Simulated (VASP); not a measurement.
# BaTe (Fm-3m) in VASP: notebook

The runs below take BaTe through single point, with HSE06.

Program: VASP 6.6.1. These are calculated values, not measurements. Logs are shortened: lines on timing, memory, paths and dates and some standing lists are left out, and cuts for length are marked.

**1. The cell of the first run**

It takes space group Fm-3m (No. 225, cubic). Conventional cell: a = 6.959 Å, b = 6.959 Å, c = 6.959 Å, α = 90.00°, β = 90.00°, γ = 90.00°. Within 4.6 Å of Ba (site symmetry m-3m) lie 6 Te at 3.48 Å. Within 4.6 Å of Te (site symmetry m-3m) lie 6 Ba at 3.48 Å.

**2. Single point, HSE06 (strain -1.5%)**

POSCAR

```
BaTe
1.0
    0.0000000000      3.4794010225      3.4794010225
    3.4794010225      0.0000000000      3.4794010225
    3.4794010225      3.4794010225      0.0000000000
Ba Te
1 1
Direct
    0.0000000000      0.0000000000      0.0000000000
    0.5000000000      0.5000000000      0.5000000000
```

INCAR.step1

```
PREC     = Accurate       # precision mode
ENCUT    = 520            # plane-wave cutoff, eV
EDIFF    = 1E-5           # SCF threshold, eV
ISMEAR   = 0              # smearing method
SIGMA    = 0.01           # smearing width, eV
LREAL    = False          # projectors in reciprocal space
LASPH    = True           # aspherical terms in the spheres
NELM     = 60             # most SCF steps
ALGO     = Normal         # electronic algorithm
ISIF     = 2              # what is computed and relaxed
LWAVE    = True           # write WAVECAR
LCHARG   = False          # write CHGCAR
GGA      = PE             # functional
NBANDS   = 15             # bands
```

INCAR.step2

```
PREC     = Accurate       # precision mode
ENCUT    = 520            # plane-wave cutoff, eV
EDIFF    = 1E-6           # SCF threshold, eV
ISMEAR   = 0              # smearing method
SIGMA    = 0.01           # smearing width, eV
LREAL    = False          # projectors in reciprocal space
LASPH    = True           # aspherical terms in the spheres
NELM     = 60             # most SCF steps
ALGO     = Normal         # electronic algorithm
ISIF     = 2              # what is computed and relaxed
LWAVE    = False          # write WAVECAR
LCHARG   = False          # write CHGCAR
GGA      = PE             # functional
LHFCALC  = True           # exact exchange
HFSCREEN = 0.2079         # screening, 1/A
PRECFOCK = Normal       
ISTART   = 1            
NBANDS   = 15             # bands
```

KPOINTS

```
Automatic mesh
0
Gamma
  4 4 4
```

Potentials or basis: VASP PAW PBE potentials, release 64 (Ba_sv, Te).

Command:

```
$ cat potpaw_PBE.64/Ba_sv/POTCAR potpaw_PBE.64/Te/POTCAR > POTCAR
$ cp INCAR.step1 INCAR
$ mpirun -np 1 vasp_std > vasp.out
$ cp INCAR.step2 INCAR
$ mpirun -np 1 vasp_std > vasp.out
```

OUTCAR:

```text
PREC = Accurate
   ENCUT = 520
   EDIFF = 1E-6
   ISMEAR = 0
   LREAL = False
   LASPH = True
   NELM = 60
   ISIF = 2
   GGA = PE
   LHFCALC = True
   HFSCREEN = 0.2079
   PRECFOCK = Normal
   ISTART = 1

 ion  position               nearest neighbor table
   1  0.000  0.000  0.000-   2 3.48   2 3.48   2 3.48   2 3.48   2 3.48   2 3.48
   2  0.500  0.500  0.500-   1 3.48   1 3.48   1 3.48   1 3.48   1 3.48   1 3.48

  LATTYP: Found a face centered cubic cell.
 ALAT       =     6.9588020450

  Lattice vectors:

 A1 = (   0.0000000000,   3.4794010225,   3.4794010225)
 A2 = (   3.4794010225,   0.0000000000,   3.4794010225)
 A3 = (   3.4794010225,   3.4794010225,   0.0000000000)

Analysis of symmetry for initial positions (statically):
=====================================================================
 Subroutine PRICEL returns:
 Original cell was already a primitive cell.

 Routine SETGRP: Setting up the symmetry group for a
 face centered cubic supercell.

 Subroutine GETGRP returns: Found 48 space group operations
 (whereof 48 operations were pure point group operations)
 out of a pool of 48 trial point group operations.

The static configuration has the point symmetry O_h .

Analysis of symmetry for dynamics (positions and initial velocities):
=====================================================================
 Subroutine PRICEL returns:
 Original cell was already a primitive cell.

 Routine SETGRP: Setting up the symmetry group for a
 face centered cubic supercell.

 Subroutine GETGRP returns: Found 48 space group operations
 (whereof 48 operations were pure point group operations)
 out of a pool of 48 trial point group operations.

The dynamic configuration has the point symmetry O_h .

 Subroutine INISYM returns: Found 48 space group operations
 (whereof 48 operations are pure point group operations),
 and found     1 'primitive' translations

----------------------------------------------------------------------------------------

                                     Primitive cell

  volume of cell :      84.2449

  direct lattice vectors                    reciprocal lattice vectors
     0.000000000  3.479401022  3.479401022    -0.143702895  0.143702895  0.143702895
     3.479401022  0.000000000  3.479401022     0.143702895 -0.143702895  0.143702895
     3.479401022  3.479401022  0.000000000     0.143702895  0.143702895 -0.143702895

  length of vectors
     4.920616115  4.920616115  4.920616115     0.248900715  0.248900715  0.248900715

  position of ions in fractional coordinates (direct lattice)
     0.000000000  0.000000000  0.000000000
     0.500000000  0.500000000  0.500000000

  ion indices of the primitive-cell ions
   primitive index   ion index
                 1           1
                 2           2

----------------------------------------------------------------------------------------

 KPOINTS: Automatic mesh

Automatic generation of k-mesh.
 Grid dimensions read from file:
 generate k-points for:    4    4    4

 Generating k-lattice:

  Cartesian coordinates                     Fractional coordinates (reciprocal lattice)
    -0.035925724  0.035925724  0.035925724     0.250000000  0.000000000  0.000000000
     0.035925724 -0.035925724  0.035925724     0.000000000  0.250000000  0.000000000
     0.035925724  0.035925724 -0.035925724     0.000000000  0.000000000  0.250000000

  Length of vectors
     0.062225179  0.062225179  0.062225179

  Shift w.r.t. Gamma in fractional coordinates (k-lattice)
     0.000000000  0.000000000  0.000000000

 Subroutine IBZKPT returns following result:
 ===========================================

 Found      8 irreducible k-points:

 Following reciprocal coordinates:
            Coordinates               Weight
  0.000000  0.000000  0.000000      1.000000
  0.250000  0.000000  0.000000      8.000000
  0.500000  0.000000  0.000000      4.000000
  0.250000  0.250000  0.000000      6.000000
  0.500000  0.250000  0.000000     24.000000
 -0.250000  0.250000  0.000000     12.000000
  0.500000  0.500000  0.000000      3.000000
 -0.250000  0.500000  0.250000      6.000000
   k-points           NKPTS =      8   k-points in BZ     NKDIM =     64   number of bands    NBANDS=     15
   number of dos      NEDOS =    301   number of ions     NIONS =      2
   total plane-waves  NPLWV =  64000
   dimension x,y,z NGX =    40 NGY =   40 NGZ =   40
   dimension x,y,z NGXF=    80 NGYF=   80 NGZF=   80
   ions per type =               1   1
   NGX,Y,Z   is equivalent  to a cutoff of  13.51, 13.51, 13.51 a.u.
   NGXF,Y,Z  is equivalent  to a cutoff of  27.03, 27.03, 27.03 a.u.
 SYSTEM =  unknown system
   PREC   = accura    normal or accurate (medium, high low for compatibility)
   ISTART =      1    job   : 0-new  1-cont  2-samecut
   ICHARG =      0    charge: 1-file 2-atom 10-const
   ISPIN  =      1    spin polarized calculation?
   LNONCOLLINEAR =      F non collinear calculations
   LSORBIT =      F    spin-orbit coupling
   LASPH  =      T    aspherical Exc in radial PAW
   ENCUT  =  520.0 eV  38.22 Ry    6.18 a.u.   9.15  9.15  9.15*2*pi/ulx,y,z
   NELM   =     60;   NELMIN=  2; NELMDL=  0     # of ELM steps
   EDIFF  = 0.1E-05   stopping-criterion for ELM
   LREAL  =      F    real-space projection
   EDIFFG = 0.1E-04   stopping-criterion for IOM
   NSW    =      0    number of steps for IOM
   IBRION =     -1    ionic relax: 0-MD 1-quasi-New 2-CG
   NFREE  =      0    steps in history (QN), initial steepest desc. (CG)
   ISIF   =      2    stress and relaxation
   ISYM   =      3    0-nonsym 1-usesym 2-fastsym
   POTIM  = 0.5000    time-step for ionic-motion
   TEBEG  =    0.0;   TEEND  =   0.0 temperature during run
   PSTRESS=    0.0 pullay stress
   NELECT =      16.0000    total number of electrons
   NUPDOWN=      -1.0000    fix difference up-down
   EMIN   =  10.00;   EMAX   =-10.00  energy-range for DOS
   EFERMI =   0.00;   METHOD = LEGACY
   ISMEAR =     0;   SIGMA  =   0.01  broadening in eV -4-tet -1-fermi 0-gaus
   EFERMI_NEDOS =   21; number of points for ismear=-14 and -15
   IALGO  =     38    algorithm
   IMIX   =      1    mixing-type and parameters
     AMIX     =   0.40;   BMIX     =  1.00
     AMIX_MAG =   1.60;   BMIX_MAG =  1.00
  volume/ion in A,a.u.               =      42.12       284.26
  Fermi-wavevector in a.u.,A,eV,Ry     =   0.941023  1.778276 12.048295  0.885525
  Thomas-Fermi vector in A             =   2.068493
   LORBIT       =      0    0 simple, 1 ext, 2 COOP (PROOUT), +10 PAW based schemes
   GGA     = PE    functional components
   LHFCALC =     T    Hartree Fock is set to
   PRECFOCK=normal    Normal, Fast or Accurate (Low or Medium for compatibility)
   ENCUT4O =  -1.0   cutoff for four orbital integrals eV
   NKREDX  =     1    reduce k-point grid by
   NKREDY  =     1    reduce k-point grid by
   NKREDZ  =     1    reduce k-point grid by
   AEXX    =    0.2500 exact exchange contribution
   HFSCREEN=    0.2079 screening length (either q_TF or 0.3 A-1)
   HFSCREENC=   0.2079 screening length for correlation (either q_TF or 0.3 A-1)
   ENCUTFOCK=  -1.0 apply spherical cutoff to Coloumb kernel
   IVDW    =     0    specifies the selected vdW correction
   LEPSILON=     F    determine dielectric tensor
   LRPA    =     F    only Hartree local field effects (RPA)
 non-spin polarized calculation
 Gauss-broadening in eV      SIGMA  =   0.01
  energy-cutoff  :      520.00
  volume of cell :       84.24
 maximum number of plane-waves:      2280
 NGX is ok and might be reduce to    40
  NGX = 28; NGY = 28; NGZ = 28

 number of electron      16.0000000 magnetization

 Free energy of the ion-electron system (eV)
  ---------------------------------------------------
  ext. energy  EPLUGINS =         0.00000000
  ---------------------------------------------------
  free energy    TOTEN  =        -9.78326747 eV

  energy without entropy =       -9.78326747  energy(sigma->0) =       -9.78326747

 E-fermi :   1.9643     XC(G=0):  -6.9710

 val. band max:        1.8759322793   @ k =   0.0000   0.0000   0.0000
 cond. band min:       4.0699463345   @ k =   0.5000   0.5000   0.0000
 fundamental gap:      2.1940140552
 Fermi energy:         1.9643000803

 k-point     1 :       0.0000    0.0000    0.0000
  band No.  band energies     occupation
      1     -27.0016      2.00000
      2     -11.1016      2.00000
      3     -11.1016      2.00000
      4     -11.1016      2.00000
      5      -8.5611      2.00000
      6       1.8759      2.00000
      7       1.8759      2.00000
      8       1.8759      2.00000
      9       5.6027      0.00000
     10       5.6355      0.00000
     11       5.6355      0.00000
     12       5.6355      0.00000
     13       6.2803      0.00000
     14       6.2803      0.00000
     15       9.7220      0.00000

 k-point     2 :       0.2500    0.0000    0.0000
  band No.  band energies     occupation
      1     -26.9933      2.00000
      2     -11.3994      2.00000
      3     -11.1057      2.00000
      4     -11.1057      2.00000
      5      -8.0812      2.00000
      6       0.4060      2.00000
      7       1.1549      2.00000
      8       1.1549      2.00000
      9       5.7986      0.00000
     10       6.4208      0.00000
     11       6.4208      0.00000
     12       7.6341      0.00000
     13       7.9404      0.00000
     14       7.9404      0.00000
     15      11.2372      0.00000
[... 77 lines left out ...]
      3     -11.2024      2.00000
      4     -11.2024      2.00000
      5      -8.3078      2.00000
      6       0.6045      2.00000
      7       1.4455      2.00000
      8       1.4455      2.00000
      9       4.0699      0.00000
     10       7.2741      0.00000
     11       7.4610      0.00000
     12       8.5675      0.00000
     13       8.7876      0.00000
     14       8.7876      0.00000
     15      10.7689      0.00000

 k-point     8 :      -0.2500    0.5000    0.2500
  band No.  band energies     occupation
      1     -26.9794      2.00000
      2     -11.2952      2.00000
      3     -11.2785      2.00000
      4     -11.2785      2.00000
      5      -8.0455      2.00000
      6       0.4698      2.00000
      7       0.8357      2.00000
      8       0.8357      2.00000
      9       6.2429      0.00000
     10       6.2429      0.00000
     11       7.6714      0.00000
     12       8.0674      0.00000
     13       8.8034      0.00000
     14      11.1591      0.00000
     15      11.3348      0.00000

------------------------ aborting loop because EDIFF is reached ----------------------------------------

  FORCE on cell =-STRESS in cart. coord.  units (eV):
  Direction    XX          YY          ZZ          XY          YZ          ZX
  --------------------------------------------------------------------------------------
  -------------------------------------------------------------------------------------
  Total        0.7829440      0.7829440      0.7829440      0.0000000      0.0000000      0.0000000
  in kB       14.8901075     14.8901075     14.8901075      0.0000000      0.0000000      0.0000000
  external PRESSURE =      14.8901075 kB  Pullay stress =       0.0000000 kB

 VOLUME and BASIS-vectors are now :
 -----------------------------------------------------------------------------
  energy-cutoff  :      520.00
  volume of cell :       84.24
      direct lattice vectors                 reciprocal lattice vectors
     0.000000000  3.479401022  3.479401022    -0.143702895  0.143702895  0.143702895
     3.479401022  0.000000000  3.479401022     0.143702895 -0.143702895  0.143702895
     3.479401022  3.479401022  0.000000000     0.143702895  0.143702895 -0.143702895

 POSITION                                       TOTAL-FORCE (eV/Angst)
 -----------------------------------------------------------------------------------
      0.00000      0.00000      0.00000         0.000000      0.000000      0.000000
      3.47940      3.47940      3.47940        -0.000000     -0.000000     -0.000000
 -----------------------------------------------------------------------------------
    total drift:                                0.000000      0.000000      0.000000

  FREE ENERGIE OF THE ION-ELECTRON SYSTEM (eV)
  ---------------------------------------------------
  free  energy   TOTEN  =        -9.7832674684 eV

  energy  without entropy=       -9.7832674684  energy(sigma->0) =       -9.78326747
```

Run time: 8 min. Hardware: 1 thread of Intel Xeon Platinum 8488C (Sapphire Rapids), shared host; peak memory 0.34 GiB.

Results:

```
Free energy            : -9.7833 eV
Pressure               : 1.5 GPa
Band gap on the k mesh : 2.19 eV, indirect (least direct gap 2.62 eV)
```

Levels at points of the mesh, in eV from the valence-band top:
| k point | band 4 | band 5 | band 6 | band 7 | band 8 | band 9 | band 10 | band 11 | band 12 | band 13 |
| --- | --- | --- | --- | --- | --- | --- | --- | --- | --- | --- |
| (0.00, 0.00, 0.00) | -12.98 | -10.44 | 0.00 | 0.00 | 0.00 | 3.73 | 3.76 | 3.76 | 3.76 | 4.40 |
| (0.50, 0.00, 0.00) | -12.99 | -9.51 | -2.46 | -1.23 | -1.23 | 4.94 | 5.80 | 5.98 | 5.98 | 7.89 |
| (0.50, 0.50, 0.00) | -13.08 | -10.18 | -1.27 | -0.43 | -0.43 | 2.19 | 5.40 | 5.59 | 6.69 | 6.91 |

Caveat: the cell differs from its parent crystal (strain -1.5%); the PAW data sets were made with another functional, which shifts forces and pressure a little; spin-orbit coupling is left out, which moves the levels of the heavy elements. A k mesh can miss the band edges.

**3. Single point, HSE06 (strain +3.0%)**

POSCAR

```
BaTe
1.0
    0.0000000000      3.6383584296      3.6383584296
    3.6383584296      0.0000000000      3.6383584296
    3.6383584296      3.6383584296      0.0000000000
Ba Te
1 1
Direct
    0.0000000000      0.0000000000      0.0000000000
    0.5000000000      0.5000000000      0.5000000000
```

INCAR.step1

```
  PREC = Accurate
  ENCUT = 520
  EDIFF = 1E-5
  ISMEAR = 0
  SIGMA = 0.01
  LREAL = F
  LASPH = T
  NELM = 100
  ALGO = Normal
  ISIF = 2
  LWAVE = T
  LCHARG = F
  NBANDS = 15
  GGA = PE
```

INCAR.step2

```
  PREC = Accurate
  ENCUT = 520
  EDIFF = 1E-7
  ISMEAR = 0
  SIGMA = 0.01
  LREAL = F
  LASPH = T
  NELM = 100
  ALGO = Normal
  ISIF = 2
  LWAVE = F
  LCHARG = F
  GGA = PE
  LHFCALC = T
  HFSCREEN = 0.2079
  PRECFOCK = Normal
  NBANDS = 15
  ISTART = 1
```

KPOINTS is that of step 2.

Potentials or basis: VASP PAW PBE potentials, release 64 (Ba_sv, Te).

Command:

```
$ cat potpaw_PBE.64/Ba_sv/POTCAR potpaw_PBE.64/Te/POTCAR > POTCAR
$ cp INCAR.step1 INCAR
$ mpirun -np 1 vasp_std > vasp.out
$ cp INCAR.step2 INCAR
$ mpirun -np 1 vasp_std > vasp.out
```

It took 15 min on 1 thread of Intel Xeon Platinum 8488C (Sapphire Rapids), shared host; peak memory 0.36 GiB.

Results (log left out):

```yaml
Free_energy: -9.7394 eV
Pressure: -2.2 GPa
Band_gap_on_the_k_mesh: 2.46 eV, indirect (least direct gap 2.88 eV)
```

Levels at points of the mesh, in eV from the valence-band top:
```
           k point  band 6  band 7  band 8  band 9  band 10  band 11
(0.00, 0.00, 0.00)    0.00    0.00    0.00    3.20     3.81     3.81
(0.50, 0.00, 0.00)   -2.08   -0.96   -0.96    4.73     5.44     5.65
(0.50, 0.50, 0.00)   -1.19   -0.42   -0.42    2.46     4.99     5.16
```

Caveat: the cell differs from its parent crystal (strain +3.0%); the PAW data sets were made with another functional, which shifts forces and pressure a little; spin-orbit coupling is left out, which moves the levels of the heavy elements. A k mesh can miss the band edges.
